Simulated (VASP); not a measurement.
Wanted: the native input for a VASP 6.6.1 run.

| Property | Result |
| --- | --- |
| Task | single point |
| Functional | LDA |
| Potentials or basis | VASP PAW LDA potentials, release 64 (Ca_sv, Se) |
| Cutoff | 520 eV |
| k mesh | 6 × 6 × 6 |
| Occupations | gaussian, width 0.05 eV |
| Spin | no spin polarisation |
| Dipole correction | no |
| Further INCAR settings | ALGO = Normal; EDIFF = 1e-06; NBANDS = 15 |

The structure of CaSe lies in POSCAR:

```
CaSe
1.0
    0.0000000000      3.3990000000      3.2010000000
    3.3990000000      0.0000000000      3.2010000000
    3.3990000000      3.3990000000      0.0000000000
Ca Se
1 1
Direct
    0.0000000000      0.0000000000      0.0000000000
    0.7500000000      0.7500000000      0.7500000000
```

This cell differs from its parent crystal: strain +0.030 along x and y, -0.030 along z.

The input as run:

INCAR

```
PREC = Accurate
ENCUT = 520
EDIFF = 1E-6
ISMEAR = 0
SIGMA = 0.05
LREAL = False
LASPH = True
NELM = 80
ALGO = Normal
ISIF = 2
LWAVE = False
LCHARG = True
GGA = CA
LELF = True
LVHAR = True
NBANDS = 15
```

KPOINTS

```
regular mesh
0
Gamma
  6 6 6
```

Potentials or basis: VASP PAW LDA potentials, release 64 (Ca_sv, Se).

Run with:

```console
$ cat potpaw_LDA.64/Ca_sv/POTCAR potpaw_LDA.64/Se/POTCAR > POTCAR
$ mpirun -np 1 vasp_std > vasp.out
```

It gave:

```
Pressure               : -3.4 GPa
Band gap on the k mesh : 2.73 eV, indirect (least direct gap 2.83 eV)
```

Caveat: the cell differs from its parent crystal (strain +0.030 along x and y, -0.030 along z).

It took 24 s on 1 thread of Intel(R) Xeon(R) Platinum 8259CL CPU @ 2.50GHz (Skylake/Cascade Lake) (shared host), peak memory 0.19 GiB.
